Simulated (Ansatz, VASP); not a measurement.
**Two plane-wave programs on CoPtO2**

```
Pt Co O
1.0
     1.41227    0.81537    5.93939
    -1.41227    0.81537    5.93939
     0.00000   -1.63075    5.93939
Pt Co O
1 1 2
Cartesian
  0.0000 0.0000 0.0000
  0.0000 0.0000 8.9091
  0.0000 0.0000 2.0000
  0.0000 0.0000 15.8182
```

Alike in both runs: task single point; functional PBEsol; k mesh 9 × 9 × 9; occupations fermi-dirac, width 0.05 eV; collinear spin; fixed moment 4 μB.

|  | VASP | Ansatz |
| --- | --- | --- |
| version | VASP 6.6.1 | Ansatz 0.2.0 |
| potentials or method | VASP PAW PBE potentials, release 64 (Pt, Co, O) | Ansatz PAW |
| plane-wave cutoff (eV) | 520 | 420 |
| valence electrons in the cell | 31 | 47 |

|  | VASP | Ansatz | Ansatz less VASP |
| --- | --- | --- | --- |
| pressure (GPa) | 18.5 | 18.8 | +0.33 |
| traceless stress, the component that is largest in VASP (GPa) | 2.66 | 2.35 | -0.312 |
| rms of the force components (eV/Å) | 1.135 | 1.157 | +0.0219 |
| net moment per atom (μB) | 1.00 | 1.00 | 0.000 |
| size of the moment on the site where the two differ most (μB) | 0.50 | 0.35 | -0.147 |

VASP's potentials were made for PBE, not for PBEsol. Site moments also hang on the region over which each program counts them. Atom by atom the forces differ by 0.022 eV/Å (rms over components). VASP's potentials hold 31 valence electrons a cell and Ansatz's 47, so a difference there can come from the potentials and not from the codes.

Neither program's run includes spin-orbit coupling.
